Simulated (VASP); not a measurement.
# BiTe (P-1) in VASP: single point with PBE

Aim: the single point of BiTe with PBE.

Everything below comes from runs of VASP 6.6.1. Logs are shortened: lines on timing, memory, paths and dates and some standing lists are left out, and cuts for length are marked.

## 1. The cell of the first run

The typed cell holds 4 atoms: a = 4.336 Å, b = 4.845 Å, c = 6.502 Å, α = 90.00°, β = 99.53°, γ = 90.00°.

## 2. Single point, PBE

INCAR

```
PREC = Accurate
ENCUT = 520
EDIFF = 1E-7
ISMEAR = 0
SIGMA = 0.15
LREAL = F
LASPH = T
NELM = 60
ALGO = Normal
ISIF = 2
LWAVE = F
LCHARG = T
GGA = PE
LELF = T
LVHAR = T
NBANDS = 29
```

KPOINTS

```
regular mesh
0
Gamma
  8 8 6
```

POSCAR

```
BiTe
1.0
   -2.4222948339     -1.3985125744     -3.3133448232
   -2.4222948339      4.1955377232      0.0000000000
    4.8445896678      2.7970251488     -3.3133448232
Bi Te
2 2
Direct
    0.5463062275      0.5001878600      1.0243331504
    0.9536937725     -0.0001878600      0.4756668496
    0.4461233360      0.4997571648      0.5220042835
    1.0538766640      0.0002428352      0.9779957165
```

Potentials or basis: VASP PAW PBE potentials, release 64 (Bi_d, Te).

On the command line:

```bash
$ cat potpaw_PBE.64/Bi_d/POTCAR potpaw_PBE.64/Te/POTCAR > POTCAR
$ mpirun -np 1 vasp_std > vasp.out
```

OUTCAR:

```text
PREC = Accurate
   ENCUT = 520
   EDIFF = 1E-7
   ISMEAR = 0
   LREAL = F
   LASPH = T
   NELM = 60
   ISIF = 2
   GGA = PE

 ion  position               nearest neighbor table
   1  0.546  0.500  0.024-   4 3.21   4 3.21   3 3.22   4 3.32   4 3.32   3 3.34
   2  0.954  1.000  0.476-   3 3.21   3 3.21   4 3.22   3 3.32   3 3.32   4 3.34
   3  0.446  0.500  0.522-   2 3.21   2 3.21   1 3.22   2 3.32   2 3.32   1 3.34
   4  0.054  0.000  0.978-   1 3.21   1 3.21   2 3.22   1 3.32   1 3.32   2 3.34

  LATTYP: Found a simple monoclinic cell.
 ALAT       =     4.3360815952
 B/A-ratio  =     1.1172736401
 C/A-ratio  =     1.4994333553
 COS(beta)  =    -0.1655961474

  Lattice vectors:

 A1 = (  -2.4222948339,  -1.3985125744,  -3.3133448232)
 A2 = (  -2.4222948339,   4.1955377232,   0.0000000000)
 A3 = (   4.8445896678,   2.7970251488,  -3.3133448232)

Analysis of symmetry for initial positions (statically):
=====================================================================
 Subroutine PRICEL returns:
 Original cell was already a primitive cell.

 Routine SETGRP: Setting up the symmetry group for a
 simple monoclinic supercell.

 Subroutine GETGRP returns: Found  2 space group operations
 (whereof  1 operations were pure point group operations)
 out of a pool of  4 trial point group operations.

The static configuration has the point symmetry C_1 .
 The point group associated with its full space group is S_2 .

Analysis of symmetry for dynamics (positions and initial velocities):
=====================================================================
 Subroutine PRICEL returns:
 Original cell was already a primitive cell.

 Routine SETGRP: Setting up the symmetry group for a
 simple monoclinic supercell.

 Subroutine GETGRP returns: Found  2 space group operations
 (whereof  1 operations were pure point group operations)
 out of a pool of  4 trial point group operations.

The dynamic configuration has the point symmetry C_1 .
 The point group associated with its full space group is S_2 .

 Subroutine INISYM returns: Found  2 space group operations
 (whereof  1 operations are pure point group operations),
 and found     1 'primitive' translations

----------------------------------------------------------------------------------------

                                     Primitive cell

  volume of cell :     134.6918

  direct lattice vectors                    reciprocal lattice vectors
    -2.422294834 -1.398512574 -3.313344823    -0.103207915 -0.059587118 -0.201206546
    -2.422294834  4.195537723  0.000000000    -0.103207915  0.178761353  0.000000000
     4.844589668  2.797025149 -3.313344823     0.103207915  0.059587118 -0.100603273

  length of vectors
     4.336081595  4.844589668  6.501665375     0.233851603  0.206415831  0.155959985

  position of ions in fractional coordinates (direct lattice)
     0.546306227  0.500187860  0.024333150
     0.953693773  0.999812140  0.475666850
     0.446123336  0.499757165  0.522004284
     0.053876664  0.000242835  0.977995716

  ion indices of the primitive-cell ions
   primitive index   ion index
                 1           1
                 2           2
                 3           3
                 4           4

----------------------------------------------------------------------------------------

 KPOINTS: regular mesh

Automatic generation of k-mesh.
 Grid dimensions read from file:
 generate k-points for:    8    8    6

 Generating k-lattice:

  Cartesian coordinates                     Fractional coordinates (reciprocal lattice)
    -0.012900989 -0.007448390 -0.025150818     0.125000000  0.000000000  0.000000000
    -0.012900989  0.022345169  0.000000000     0.000000000  0.125000000  0.000000000
     0.017201319  0.009931186 -0.016767212     0.000000000  0.000000000  0.166666667

  Length of vectors
     0.029231450  0.025801979  0.025993331

  Shift w.r.t. Gamma in fractional coordinates (k-lattice)
     0.000000000  0.000000000  0.000000000

 Subroutine IBZKPT returns following result:
 ===========================================

 Found    196 irreducible k-points:

 Following reciprocal coordinates:
            Coordinates               Weight
  0.000000  0.000000  0.000000      1.000000
  0.125000  0.000000  0.000000      2.000000
  0.250000  0.000000  0.000000      2.000000
  0.375000  0.000000 -0.000000      2.000000
  0.500000  0.000000  0.000000      1.000000
 -0.000000  0.125000  0.000000      2.000000
[... 16 lines left out ...]
  0.125000  0.375000  0.000000      2.000000
 -0.125000  0.375000  0.000000      2.000000
 [... further k-points ...]
   k-points           NKPTS =    196   k-points in BZ     NKDIM =    196   number of bands    NBANDS=     29
   number of dos      NEDOS =    301   number of ions     NIONS =      4
   total plane-waves  NPLWV =  55296
   dimension x,y,z NGX =    32 NGY =   36 NGZ =   48
   dimension x,y,z NGXF=    64 NGYF=   72 NGZF=   96
   ions per type =               2   2
   NGX,Y,Z   is equivalent  to a cutoff of  12.27, 12.35, 12.27 a.u.
   NGXF,Y,Z  is equivalent  to a cutoff of  24.54, 24.71, 24.55 a.u.
 SYSTEM =  unknown system
   PREC   = accura    normal or accurate (medium, high low for compatibility)
   ISTART =      0    job   : 0-new  1-cont  2-samecut
   ICHARG =      2    charge: 1-file 2-atom 10-const
   ISPIN  =      1    spin polarized calculation?
   LNONCOLLINEAR =      F non collinear calculations
   LSORBIT =      F    spin-orbit coupling
   LASPH  =      T    aspherical Exc in radial PAW
   ENCUT  =  520.0 eV  38.22 Ry    6.18 a.u.   8.06  9.01 12.09*2*pi/ulx,y,z
   NELM   =     60;   NELMIN=  2; NELMDL= -5     # of ELM steps
   EDIFF  = 0.1E-06   stopping-criterion for ELM
   LREAL  =      F    real-space projection
   EDIFFG = 0.1E-05   stopping-criterion for IOM
   NSW    =      0    number of steps for IOM
   IBRION =     -1    ionic relax: 0-MD 1-quasi-New 2-CG
   NFREE  =      0    steps in history (QN), initial steepest desc. (CG)
   ISIF   =      2    stress and relaxation
   ISYM   =      2    0-nonsym 1-usesym 2-fastsym
   POTIM  = 0.5000    time-step for ionic-motion
   TEBEG  =    0.0;   TEEND  =   0.0 temperature during run
   PSTRESS=    0.0 pullay stress
   NELECT =      42.0000    total number of electrons
   NUPDOWN=      -1.0000    fix difference up-down
   EMIN   =  10.00;   EMAX   =-10.00  energy-range for DOS
   EFERMI =   0.00;   METHOD = LEGACY
   ISMEAR =     0;   SIGMA  =   0.15  broadening in eV -4-tet -1-fermi 0-gaus
   EFERMI_NEDOS =   21; number of points for ismear=-14 and -15
   IALGO  =     38    algorithm
   IMIX   =      4    mixing-type and parameters
     AMIX     =   0.40;   BMIX     =  1.00
     AMIX_MAG =   1.60;   BMIX_MAG =  1.00
  volume/ion in A,a.u.               =      33.67       227.24
  Fermi-wavevector in a.u.,A,eV,Ry     =   1.110139  2.097859 16.767948  1.232409
  Thomas-Fermi vector in A             =   2.246687
   LORBIT       =      0    0 simple, 1 ext, 2 COOP (PROOUT), +10 PAW based schemes
   GGA     = PE    functional components
   LHFCALC =     F    Hartree Fock is set to
   AEXX    =    0.0000 exact exchange contribution
   IVDW    =     0    specifies the selected vdW correction
   LEPSILON=     F    determine dielectric tensor
   LRPA    =     F    only Hartree local field effects (RPA)
 non-spin polarized calculation
 Gauss-broadening in eV      SIGMA  =   0.15
  energy-cutoff  :      520.00
  volume of cell :      134.69
 maximum number of plane-waves:      3646
   NGX = 17   NGY = 19   NGZ = 25

 number of electron      42.0000012 magnetization

 Free energy of the ion-electron system (eV)
  ---------------------------------------------------
  ext. energy  EPLUGINS =         0.00000000
  ---------------------------------------------------
  free energy    TOTEN  =       -14.43068536 eV

  energy without entropy =      -14.41022025  energy(sigma->0) =      -14.42045281

 E-fermi :   6.6664     XC(G=0):  -9.4921

 val. band max:        6.6590053276   @ k =   0.5000  -0.0000   0.1667
 cond. band min:       6.6853852692   @ k =   0.3750   0.3750   0.3333
 fundamental gap:      0.0263799416
 Fermi energy:         6.6664056375

 k-point     1 :       0.0000    0.0000    0.0000
  band No.  band energies     occupation
      1     -16.5646      2.00000
      2     -16.5592      2.00000
      3     -16.5577      2.00000
      4     -16.5532      2.00000
      5     -16.5523      2.00000
      6     -16.5518      2.00000
[... 21 lines left out ...]
     28      11.3214      0.00000
     29      11.4656      0.00000

 k-point     2 :       0.1250    0.0000    0.0000
  band No.  band energies     occupation
      1     -16.5640      2.00000
      2     -16.5588      2.00000
      3     -16.5565      2.00000
      4     -16.5545      2.00000
      5     -16.5528      2.00000
      6     -16.5496      2.00000
[... 21 lines left out ...]
     28      11.1665      0.00000
     29      11.7721      0.00000

 k-point     3 :       0.2500    0.0000    0.0000
  band No.  band energies     occupation
      1     -16.5624      2.00000
      2     -16.5579      2.00000
      3     -16.5571      2.00000
      4     -16.5548      2.00000
      5     -16.5545      2.00000
      6     -16.5447      2.00000
[... 21 lines left out ...]
     28      11.4092      0.00000
     29      11.8573      0.00000

 k-point     4 :       0.3750    0.0000   -0.0000
  band No.  band energies     occupation
      1     -16.5604      2.00000
      2     -16.5597      2.00000
      3     -16.5577      2.00000
      4     -16.5553      2.00000
      5     -16.5545      2.00000
      6     -16.5413      2.00000
[... 597 lines left out ...]
     28      12.0742      0.00000
     29      12.6046      0.00000

 k-point    23 :       0.1250    0.3750    0.0000
  band No.  band energies     occupation
      1     -16.5583      2.00000
      2     -16.5575      2.00000
      3     -16.5558      2.00000
      4     -16.5546      2.00000
      5     -16.5535      2.00000
      6     -16.5481      2.00000
[... 21 lines left out ...]
     28      11.8981      0.00000
     29      12.4264      0.00000

 k-point    24 :      -0.1250    0.3750    0.0000
  band No.  band energies     occupation
      1     -16.5584      2.00000
      2     -16.5574      2.00000
      3     -16.5558      2.00000
      4     -16.5546      2.00000
      5     -16.5535      2.00000
      6     -16.5481      2.00000
[... 21 lines left out ...]
     28      11.8992      0.00000
     29      12.4252      0.00000

 [... further k-points ...]

------------------------ aborting loop because EDIFF is reached ----------------------------------------

  FORCE on cell =-STRESS in cart. coord.  units (eV):
  Direction    XX          YY          ZZ          XY          YZ          ZX
  --------------------------------------------------------------------------------------
  -------------------------------------------------------------------------------------
  Total       -0.0680009     -0.5710871     -0.3486871      0.4321818      0.1686535      0.2905598
  in kB       -0.8088796     -6.7931568     -4.1476798      5.1408608      2.0061558      3.4562475
  external PRESSURE =      -3.9165721 kB  Pullay stress =       0.0000000 kB

 VOLUME and BASIS-vectors are now :
 -----------------------------------------------------------------------------
  energy-cutoff  :      520.00
  volume of cell :      134.69
      direct lattice vectors                 reciprocal lattice vectors
    -2.422294834 -1.398512574 -3.313344823    -0.103207915 -0.059587118 -0.201206546
    -2.422294834  4.195537723  0.000000000    -0.103207915  0.178761353  0.000000000
     4.844589668  2.797025149 -3.313344823     0.103207915  0.059587118 -0.100603273

 POSITION                                       TOTAL-FORCE (eV/Angst)
 -----------------------------------------------------------------------------------
     -2.41703      1.40260     -1.89073        -0.000663     -0.000547      0.000260
     -2.42756      4.19145     -4.73596         0.000663      0.000547     -0.000260
      0.23770      2.93290     -3.20774         0.002428      0.003115      0.000372
      4.60689      2.66115     -3.41895        -0.002428     -0.003115     -0.000372
 -----------------------------------------------------------------------------------
    total drift:                               -0.000000     -0.000000      0.000000

  FREE ENERGIE OF THE ION-ELECTRON SYSTEM (eV)
  ---------------------------------------------------
  free  energy   TOTEN  =       -14.4306853618 eV

  energy  without entropy=      -14.4102202484  energy(sigma->0) =      -14.42045281
```

Run time: 9.7 min. Hardware: 1 thread of Intel Xeon Platinum 8259CL at 2.50GHz (Skylake/Cascade Lake), shared host; peak memory 0.7 GiB.

Results:

```yaml
Free_energy: -14.4307 eV
Pressure: -0.4 GPa
Largest_force: 0.004 eV/Å
Band_gap_on_the_k_mesh: zero (bands 21 and 22 overlap by 3.16 eV)
```

Forces in eV/Å, atoms in the order of the input:
```
Bi  -0.001 -0.001  0.000
Bi   0.001  0.001  0.000
Te   0.002  0.003  0.000
Te  -0.002 -0.003  0.000
```

Caveat: spin-orbit coupling is left out, which moves the levels of the heavy elements.
